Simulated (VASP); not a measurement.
# C (Cmme) in VASP: a series of runs, part 2 of 3

VASP 6.6.1. The steps go on from the part before.

## Step 5: Single point, PBE (normal strain along x -0.0233, normal strain along y +0.0467)

INCAR reads:

```
PREC = Accurate
ENCUT = 520
EDIFF = 1E-7
ISMEAR = 0
SIGMA = 0.15
LREAL = False
LASPH = True
NELM = 80
ALGO = Normal
ISIF = 2
LWAVE = False
LCHARG = False
GGA = PE
NBANDS = 16
```

KPOINTS reads:

```
Automatic mesh
0
Gamma
  18 18 6
```

POSCAR reads:

```
C
1.0
    1.2045417365     -2.2357977242      0.0000000000
    1.2045417365      2.2357977242      0.0000000000
    0.0000000000      0.0000000000      8.7070207245
C
4
Direct
    0.0833329406      0.9166670594      0.7503043452
    0.5833329406      0.4166670594      0.2496956548
    0.9166670594      0.0833329406      0.2496956548
    0.4166670594      0.5833329406      0.7503043452
```

Potentials or basis: VASP PAW PBE potentials, release 64 (C).

Started as:

```sh
$ cat potpaw_PBE.64/C/POTCAR > POTCAR
$ mpirun -np 1 vasp_std > vasp.out
```

OUTCAR:

```text
PREC = Accurate
   ENCUT = 520
   EDIFF = 1E-7
   ISMEAR = 0
   LREAL = False
   LASPH = True
   NELM = 80
   ISIF = 2
   GGA = PE

 ion  position               nearest neighbor table
   1  0.083  0.917  0.750-   4 1.42   4 1.42   4 1.49
   2  0.583  0.417  0.250-   3 1.42   3 1.42   3 1.49
   3  0.917  0.083  0.250-   2 1.42   2 1.42   2 1.49
   4  0.417  0.583  0.750-   1 1.42   1 1.42   1 1.49

  LATTYP: Found a base centered orthorhombic cell.
 ALAT       =     2.4090834730
 B/A-ratio  =     1.8561396890
 C/A-ratio  =     3.6142461737

  Lattice vectors:

 A1 = (   1.2045417365,  -2.2357977242,   0.0000000000)
 A2 = (   1.2045417365,   2.2357977242,   0.0000000000)
 A3 = (   0.0000000000,   0.0000000000,   8.7070207245)

Analysis of symmetry for initial positions (statically):
=====================================================================
 Subroutine PRICEL returns:
 Original cell was already a primitive cell.

 Routine SETGRP: Setting up the symmetry group for a
 base centered orthorhombic supercell.

 Subroutine GETGRP returns: Found  8 space group operations
 (whereof  4 operations were pure point group operations)
 out of a pool of  8 trial point group operations.

The static configuration has the point symmetry C_2h.
 The point group associated with its full space group is D_2h.

Analysis of symmetry for dynamics (positions and initial velocities):
=====================================================================
 Subroutine PRICEL returns:
 Original cell was already a primitive cell.

 Routine SETGRP: Setting up the symmetry group for a
 base centered orthorhombic supercell.

 Subroutine GETGRP returns: Found  8 space group operations
 (whereof  4 operations were pure point group operations)
 out of a pool of  8 trial point group operations.

The dynamic configuration has the point symmetry C_2h.
 The point group associated with its full space group is D_2h.

 Subroutine INISYM returns: Found  8 space group operations
 (whereof  4 operations are pure point group operations),
 and found     1 'primitive' translations

----------------------------------------------------------------------------------------

                                     Primitive cell

  volume of cell :      46.8980

  direct lattice vectors                    reciprocal lattice vectors
     1.204541736 -2.235797724  0.000000000     0.415095621 -0.223633826  0.000000000
     1.204541736  2.235797724  0.000000000     0.415095621  0.223633826  0.000000000
     0.000000000  0.000000000  8.707020724     0.000000000  0.000000000  0.114849847

  length of vectors
     2.539628370  2.539628370  8.707020724     0.471504467  0.471504467  0.114849847

  position of ions in fractional coordinates (direct lattice)
     0.083332941  0.916667059  0.750304345
     0.583332941  0.416667059  0.249695655
     0.916667059  0.083332941  0.249695655
     0.416667059  0.583332941  0.750304345

  ion indices of the primitive-cell ions
   primitive index   ion index
                 1           1
                 2           2
                 3           3
                 4           4

----------------------------------------------------------------------------------------

 KPOINTS: Automatic mesh

Automatic generation of k-mesh.
 Grid dimensions read from file:
 generate k-points for:   18   18    6

 Generating k-lattice:

  Cartesian coordinates                     Fractional coordinates (reciprocal lattice)
     0.023060868 -0.012424101  0.000000000     0.055555556  0.000000000  0.000000000
     0.023060868  0.012424101  0.000000000     0.000000000  0.055555556  0.000000000
     0.000000000  0.000000000  0.019141641     0.000000000  0.000000000  0.166666667

  Length of vectors
     0.026194693  0.026194693  0.019141641

  Shift w.r.t. Gamma in fractional coordinates (k-lattice)
     0.000000000  0.000000000  0.000000000

 Subroutine IBZKPT returns following result:
 ===========================================

 Found    364 irreducible k-points:

 Following reciprocal coordinates:
            Coordinates               Weight
  0.000000  0.000000  0.000000      1.000000
  0.055556  0.000000  0.000000      4.000000
  0.111111  0.000000  0.000000      4.000000
  0.166667  0.000000  0.000000      4.000000
  0.222222  0.000000  0.000000      4.000000
  0.277778  0.000000  0.000000      4.000000
[... 16 lines left out ...]
 -0.277778  0.055556  0.000000      4.000000
 -0.222222  0.055556  0.000000      4.000000
 [... further k-points ...]
   k-points           NKPTS =    364   k-points in BZ     NKDIM =    364   number of bands    NBANDS=     16
   number of dos      NEDOS =    301   number of ions     NIONS =      4
   total plane-waves  NPLWV =  28000
   dimension x,y,z NGX =    20 NGY =   20 NGZ =   70
   dimension x,y,z NGXF=    40 NGYF=   40 NGZF=  140
   ions per type =               4
   NGX,Y,Z   is equivalent  to a cutoff of  13.09, 13.09, 13.37 a.u.
   NGXF,Y,Z  is equivalent  to a cutoff of  26.18, 26.18, 26.73 a.u.
 SYSTEM =  unknown system
   PREC   = accura    normal or accurate (medium, high low for compatibility)
   ISTART =      0    job   : 0-new  1-cont  2-samecut
   ICHARG =      2    charge: 1-file 2-atom 10-const
   ISPIN  =      1    spin polarized calculation?
   LNONCOLLINEAR =      F non collinear calculations
   LSORBIT =      F    spin-orbit coupling
   LASPH  =      T    aspherical Exc in radial PAW
   ENCUT  =  520.0 eV  38.22 Ry    6.18 a.u.   4.72  4.72 16.19*2*pi/ulx,y,z
   NELM   =     80;   NELMIN=  2; NELMDL= -5     # of ELM steps
   EDIFF  = 0.1E-06   stopping-criterion for ELM
   LREAL  =      F    real-space projection
   EDIFFG = 0.1E-05   stopping-criterion for IOM
   NSW    =      0    number of steps for IOM
   IBRION =     -1    ionic relax: 0-MD 1-quasi-New 2-CG
   NFREE  =      0    steps in history (QN), initial steepest desc. (CG)
   ISIF   =      2    stress and relaxation
   ISYM   =      2    0-nonsym 1-usesym 2-fastsym
   POTIM  = 0.5000    time-step for ionic-motion
   TEBEG  =    0.0;   TEEND  =   0.0 temperature during run
   PSTRESS=    0.0 pullay stress
   NELECT =      16.0000    total number of electrons
   NUPDOWN=      -1.0000    fix difference up-down
   EMIN   =  10.00;   EMAX   =-10.00  energy-range for DOS
   EFERMI =   0.00;   METHOD = LEGACY
   ISMEAR =     0;   SIGMA  =   0.15  broadening in eV -4-tet -1-fermi 0-gaus
   EFERMI_NEDOS =   21; number of points for ismear=-14 and -15
   IALGO  =     38    algorithm
   IMIX   =      4    mixing-type and parameters
     AMIX     =   0.40;   BMIX     =  1.00
     AMIX_MAG =   1.60;   BMIX_MAG =  1.00
  volume/ion in A,a.u.               =      11.72        79.12
  Fermi-wavevector in a.u.,A,eV,Ry     =   1.143923  2.161701 17.804042  1.308560
  Thomas-Fermi vector in A             =   2.280617
   LORBIT       =      0    0 simple, 1 ext, 2 COOP (PROOUT), +10 PAW based schemes
   GGA     = PE    functional components
   LHFCALC =     F    Hartree Fock is set to
   AEXX    =    0.0000 exact exchange contribution
   IVDW    =     0    specifies the selected vdW correction
   LEPSILON=     F    determine dielectric tensor
   LRPA    =     F    only Hartree local field effects (RPA)
 non-spin polarized calculation
 Gauss-broadening in eV      SIGMA  =   0.15
  energy-cutoff  :      520.00
  volume of cell :       46.90
 maximum number of plane-waves:      1288
   NGX =  9   NGY =  9   NGZ = 33

 number of electron      16.0000000 magnetization

 Free energy of the ion-electron system (eV)
  ---------------------------------------------------
  ext. energy  EPLUGINS =         0.00000000
  ---------------------------------------------------
  free energy    TOTEN  =       -36.64861024 eV

  energy without entropy =      -36.64860755  energy(sigma->0) =      -36.64860890

 E-fermi :   2.5201     XC(G=0):  -8.5390

 val. band max:        2.1794295694   @ k =   0.3333   0.3333   0.0000
 cond. band min:       2.8907854467   @ k =   0.3333   0.3333   0.0000
 fundamental gap:      0.7113558773
 Fermi energy:         2.5200944397

 k-point     1 :       0.0000    0.0000    0.0000
  band No.  band energies     occupation
      1     -16.8010      2.00000
      2     -16.7714      2.00000
      3      -5.1294      2.00000
      4      -4.7018      2.00000
      5      -0.7769      2.00000
      6      -0.7738      2.00000
[... 433 lines left out ...]
      3      -4.0237      2.00000
      4      -3.6196      2.00000
      5      -3.2641      2.00000
      6      -3.2618      2.00000
[... 8 lines left out ...]
     15      13.6545      0.00000
     16      13.8922      0.00000

 [... further k-points ...]
[... 5 lines left out ...]
  --------------------------------------------------------------------------------------
  -------------------------------------------------------------------------------------
  Total        4.2333614     -9.0860552     -0.0082228      0.0000000      0.0000000      0.0000000
  in kB      144.6245391   -310.4073638     -0.2809167      0.0000000      0.0000000      0.0000000
  external PRESSURE =     -55.3545805 kB  Pullay stress =       0.0000000 kB

 VOLUME and BASIS-vectors are now :
 -----------------------------------------------------------------------------
  energy-cutoff  :      520.00
  volume of cell :       46.90
      direct lattice vectors                 reciprocal lattice vectors
     1.204541736 -2.235797724  0.000000000     0.415095621 -0.223633826  0.000000000
     1.204541736  2.235797724  0.000000000     0.415095621  0.223633826  0.000000000
     0.000000000  0.000000000  8.707020724     0.000000000  0.000000000  0.114849847

 POSITION                                       TOTAL-FORCE (eV/Angst)
 -----------------------------------------------------------------------------------
      1.20454      1.86317      6.53292         0.000000     -0.461580     -0.000088
      1.20454     -0.37263      2.17411         0.000000     -0.461580      0.000088
      1.20454     -1.86317      2.17411         0.000000      0.461580      0.000088
      1.20454      0.37263      6.53292         0.000000      0.461580     -0.000088
 -----------------------------------------------------------------------------------
    total drift:                               -0.000000     -0.000000      0.000000

  FREE ENERGIE OF THE ION-ELECTRON SYSTEM (eV)
  ---------------------------------------------------
  free  energy   TOTEN  =       -36.6486102376 eV

  energy  without entropy=      -36.6486075525  energy(sigma->0) =      -36.64860890
```

OSZICAR:

```text
N       E                     dE             d eps       ncg     rms          rms(c)
DAV:   1     0.475805219405E+02    0.47581E+02   -0.75785E+03 11664   0.891E+02
DAV:   2    -0.351204262954E+02   -0.82701E+02   -0.74866E+02 16256   0.190E+02
DAV:   3    -0.389047345911E+02   -0.37843E+01   -0.37583E+01 15992   0.398E+01
DAV:   4    -0.389473891099E+02   -0.42655E-01   -0.42639E-01 14560   0.507E+00
DAV:   5    -0.389482110687E+02   -0.82196E-03   -0.82187E-03 15664   0.671E-01    0.861E+00
DAV:   6    -0.372327972604E+02    0.17154E+01   -0.12642E+00 14088   0.669E+00    0.503E+00
DAV:   7    -0.366363682873E+02    0.59643E+00   -0.16184E+00 14744   0.761E+00    0.134E+00
DAV:   8    -0.366486915211E+02   -0.12323E-01   -0.66474E-02 13864   0.150E+00    0.186E-01
DAV:   9    -0.366482972512E+02    0.39427E-03   -0.13870E-03 15688   0.249E-01    0.108E-01
DAV:  10    -0.366486006809E+02   -0.30343E-03   -0.77608E-04 13312   0.177E-01    0.636E-02
DAV:  11    -0.366486081342E+02   -0.74533E-05   -0.22785E-05 15096   0.323E-02    0.115E-02
DAV:  12    -0.366486098560E+02   -0.17217E-05   -0.14234E-06 14120   0.974E-03    0.139E-03
DAV:  13    -0.366486102630E+02   -0.40699E-06   -0.36975E-07 13824   0.480E-03    0.915E-04
DAV:  14    -0.366486102376E+02    0.25379E-07   -0.13606E-08 12872   0.885E-04
   1 F= -.36648610E+02 E0= -.36648609E+02  d E =-.268509E-05
```

Wall time 3.7 min (1 thread of AMD EPYC 7R43 (Zen 3), shared host); peak memory 0.27 GiB.

What came out:

```yaml
Free_energy: -36.6486 eV
Pressure: -5.5 GPa
Largest_force: 0.462 eV/Å
```

Forces on the atoms (eV/Å):
```
C    0.000 -0.462  0.000
C    0.000 -0.462  0.000
C    0.000  0.462  0.000
C    0.000  0.462  0.000
```

Stress tensor (GPa, compression positive):
```
 14.46   0.00   0.00
  0.00 -31.04   0.00
  0.00   0.00  -0.03
```

Caveat: the cell differs from its parent crystal (normal strain along x -0.0233, normal strain along y +0.0467); the stress differs along the axes, from -31 to 14 GPa; this functional lacks dispersion, which binds layers or chains, so the pressure and a relaxed spacing across them are unreliable.

## Step 6: Single point, PBE (normal strain along x +0.0467, normal strain along y -0.0233)

INCAR reads:

```
SYSTEM = C
PREC = Accurate ; ENCUT = 520
EDIFF = 1E-6 ; ISMEAR = 0
SIGMA = 0.15 ; LREAL = .FALSE.
LASPH = .TRUE. ; NELM = 100
ALGO = Normal ; ISIF = 2
LWAVE = .FALSE. ; LCHARG = .FALSE.
GGA = PE ; NBANDS = 16
```

KPOINTS reads:

```
regular mesh
0
G
  18 18 6
  0 0 0
```

POSCAR, as its differences from that of step 5:

```diff
@@ -2,4 +2,4 @@
 1.0
-    1.2045417365     -2.2357977242      0.0000000000
-    1.2045417365      2.2357977242      0.0000000000
+    1.2908711330     -2.0862746128      0.0000000000
+    1.2908711330      2.0862746128      0.0000000000
     0.0000000000      0.0000000000      8.7070207245
```

Potentials or basis: VASP PAW PBE potentials, release 64 (C).

Started as:

```sh
$ cat potpaw_PBE.64/C/POTCAR > POTCAR
$ mpirun -np 1 vasp_std > vasp.out
```

It took 3.5 min on 1 thread of AMD EPYC 7R43 (Zen 3), shared host; peak memory 0.27 GiB.

It converged, with:

```yaml
Free_energy: -36.6488 eV
Pressure: -5.4 GPa
Largest_force: 0.734 eV/Å
```

Forces on the atoms (eV/Å):
```
C    0.000  0.734  0.000
C    0.000  0.734  0.000
C    0.000 -0.734  0.000
C    0.000 -0.734  0.000
```

Stress tensor (GPa, compression positive):
```
-30.89   0.00   0.00
  0.00  14.58   0.00
  0.00   0.00  -0.04
```

Caveat: the cell differs from its parent crystal (normal strain along x +0.0467, normal strain along y -0.0233); the stress differs along the axes, from -31 to 15 GPa; this functional lacks dispersion, which binds layers or chains, so the pressure and a relaxed spacing across them are unreliable.

(Part 2 of 3 ends here.)
